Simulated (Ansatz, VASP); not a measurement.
Ni in VASP and in Ansatz

Contents of INCAR:

```
ALGO     = Normal         # electronic algorithm
EDIFF    = 1E-6           # SCF threshold, eV
ENCUT    = 520            # plane-wave cutoff, eV
GGA      = RP             # functional
ISIF     = 2              # what is computed and relaxed
ISMEAR   = -1             # smearing method
ISPIN    = 2              # spin polarisation
LASPH    = True           # aspherical terms in the spheres
LCHARG   = True           # write CHGCAR
LELF     = True           # ELF
LMAXMIX  = 4              # l up to which the mixer works
LORBIT   = 11             # projections on sites
LREAL    = False          # projectors in reciprocal space
LVHAR    = True         
LWAVE    = False          # write WAVECAR
MAGMOM   = -0.65 -0.65    # initial moments
NBANDS   = 21             # bands
NELM     = 150            # most SCF steps
PREC     = Accurate       # precision mode
SIGMA    = 0.05           # smearing width, eV
```

The input KPOINTS:

```
k-points
0
Gamma
  13 13 13
```

File POSCAR:

```
Ni
1.0
    0.0000000000      2.2512686830      2.2512686830
    2.2512686830      0.0000000000      2.2512686830
    2.2512686830      2.2512686830      0.0000000000
Ni
2
Direct
    0.0000000000      0.0000000000      0.0000000000
    0.5000000000      0.5000000000      0.5000000000
```

Input for Ansatz:

```yaml
crystal:
  lattice:
    - [0.0, 2.251268683, 2.251268683]
    - [2.251268683, 0.0, 2.251268683]
    - [2.251268683, 2.251268683, 0.0]
  atoms:
    - { symbol: Ni, position: [0.0, 0.0, 0.0], spin: -0.65 }
    - { symbol: Ni, position: [0.5, 0.5, 0.5], spin: -0.65 }
hamiltonian:
  xc: rpbe
  pseudopotentials:
    kind: paw
    azcp:
      Ni: "pseudopotentials/Ni.paw.azcp"
basis:
  ecutwfc: 420
  fft_grid_basis: typed
kpoints:
  mp_grid: { grid: [13, 13, 13], shift: [0, 0, 0] }
magnetization:
  spin_polarized: true
scf:
  occupations: { method: fermi_dirac, width: 0.05 }
  lower_state_search: "off"
output:
  stress: true
```

Alike in both runs: task single point; functional RPBE; k mesh 13 × 13 × 13; occupations fermi-dirac, width 0.05 eV; collinear spin.

|  | VASP | Ansatz |
| --- | --- | --- |
| version | VASP 6.6.1 | Ansatz 0.2.0 |
| potentials or method | VASP PAW PBE potentials, release 64 (Ni), cutoff 520 eV | plane waves (420 eV) with PAW, scalar-relativistic |
| valence electrons in the cell | 20 | 36 |

|  | VASP | Ansatz | Ansatz less VASP |
| --- | --- | --- | --- |
| pressure (GPa) | 23.5 | 23.7 | +0.26 |
| net moment per atom (μB) | 0.47 | 0.48 | +0.007 |
| size of the moment on the site where the two differ most (μB) | 0.47 | 0.49 | +0.016 |

VASP's potentials were made for PBE, not for RPBE. Site moments also hang on the region over which each program counts them. The functional is the same, so the differences come from potentials, cutoffs and numerics. VASP's potentials hold 20 valence electrons a cell and Ansatz's 36, so a difference there can come from the potentials and not from the codes.
